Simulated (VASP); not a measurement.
Sn3Se: single point with LDA

Sn3Se:

```xyz
4
Lattice="4.6778 0.0000 0.0000 0.0000 4.6778 0.0000 0.0000 0.0000 4.6778" Properties=species:S:1:pos:R:3 pbc="T T T"
Sn    2.3389    2.3389    0.0000
Sn    2.3389    0.0000    2.3389
Sn    0.0000    2.3389    2.3389
Se    0.0000    0.0000    0.0000
```

This cell differs from its parent crystal: volume scaled by 0.96.

| Item | Value |
| --- | --- |
| Program | VASP 6.6.1 |
| Task | single point |
| Functional | LDA |
| Potentials or basis | VASP PAW LDA potentials, release 64 (Sn_d, Se) |
| Cutoff | 520 eV |
| k mesh | 6 × 6 × 6 |
| Occupations | fermi-dirac, width 0.05 eV |
| Spin | no spin polarisation |
| Dipole correction | no |
| Further INCAR settings | ALGO = Normal; EDIFF = 1e-07; NBANDS = 32 |

- Pressure: -2.0 GPa
- Band gap on the k mesh: zero (band 24 reaches 9.58 eV, above the bottom of band 25 at 7.18 eV)

Levels at points of the mesh, in eV from the Fermi level:
| k point | band 22 | band 23 | band 24 | band 25 | band 26 | band 27 |
| --- | --- | --- | --- | --- | --- | --- |
| (0.00, 0.00, 0.00) | -4.47 | -0.02 | -0.02 | -0.02 | 2.32 | 2.32 |
| (0.50, 0.00, 0.00) | -1.90 | -1.85 | -1.85 | -0.20 | 2.01 | 2.27 |
| (0.50, 0.50, 0.00) | -2.01 | -2.01 | -0.60 | 0.05 | 0.05 | 0.11 |
| (0.50, 0.50, 0.50) | -5.44 | -4.86 | 2.09 | 2.09 | 2.09 | 6.07 |

Wall time 50 s on 1 thread of Intel Xeon 6975P-C, on a shared host, peak memory 0.2 GiB.

Caveat: spin-orbit coupling is left out, which moves the levels of the heavy elements.
